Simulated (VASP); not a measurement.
Wanted: the native input for a VASP 6.6.1 run.

| Quantity | Value |
| --- | --- |
| Task | single point |
| Functional | PBEsol |
| Potentials or basis | VASP PAW PBE potentials, release 64 (Hf_pv, In_d, Si, O) |
| Cutoff | 520 eV |
| k mesh | 4 × 4 × 3 |
| Occupations | fermi-dirac, width 0.05 eV |
| Spin | no spin polarisation |
| Dipole correction | no |
| Further INCAR settings | ALGO = Normal; EDIFF = 1e-06; NBANDS = 63 |

The structure of HfIn4SiO6 lies in POSCAR:

```
HfIn4SiO6
1.0
    5.6986700000      0.0038100000      0.0155900000
   -0.7050600000      6.1081500000     -0.0057500000
   -2.7371800000     -1.3955700000      6.6307600000
Hf In Si O
1 4 1 6
Direct
    0.1179300000      0.0155600000      0.1329200000
    0.3884200000      0.9990100000      0.7289100000
    0.7586500000      0.0084200000      0.4958600000
    0.2346100000      0.4884100000      0.5330000000
    0.5964900000      0.4821100000      0.2052800000
    0.8677800000      0.4402900000      0.8554400000
    0.5531600000      0.3873800000      0.7929000000
    0.9345400000      0.3848300000      0.6559600000
    0.9841400000      0.2621800000      0.0034700000
    0.9908300000      0.6980600000      0.9845200000
    0.0866500000      0.0649300000      0.3937400000
    0.4868000000      0.1088300000      0.2179900000
```

These files were run (other wordings do the same):

INCAR

```
SYSTEM = HfIn4SiO6
PREC = Accurate
ENCUT = 520
EDIFF = 1E-6
ISMEAR = -1
SIGMA = 0.05
LREAL = .False.
LASPH = .True.
NELM = 80
ALGO = Normal
ISIF = 2
LWAVE = .False.
LCHARG = .False.
GGA = PS
NBANDS = 63
```

KPOINTS

```
Automatic mesh
0
Gamma
  4 4 3
  0 0 0
```

Potentials or basis: VASP PAW PBE potentials, release 64 (Hf_pv, In_d, Si, O).

Launch:

```sh
$ cat potpaw_PBE.64/Hf_pv/POTCAR potpaw_PBE.64/In_d/POTCAR potpaw_PBE.64/Si/POTCAR potpaw_PBE.64/O/POTCAR > POTCAR
$ mpirun -np 1 vasp_std > vasp.out
```

It gave:

```
Pressure               : -3.3 GPa
Largest force          : 0.312 eV/Å
Band gap on the k mesh : 0.92 eV (least direct gap 1.13 eV)
```

Caveat: the cell stands under tension; the PAW data sets were made with another functional, which shifts forces and pressure a little; spin-orbit coupling is left out, which moves the levels of the heavy elements.

It took 4.2 min on 1 thread of Intel(R) Xeon(R) Platinum 8559C (Emerald Rapids) (shared host), peak memory 0.52 GiB.
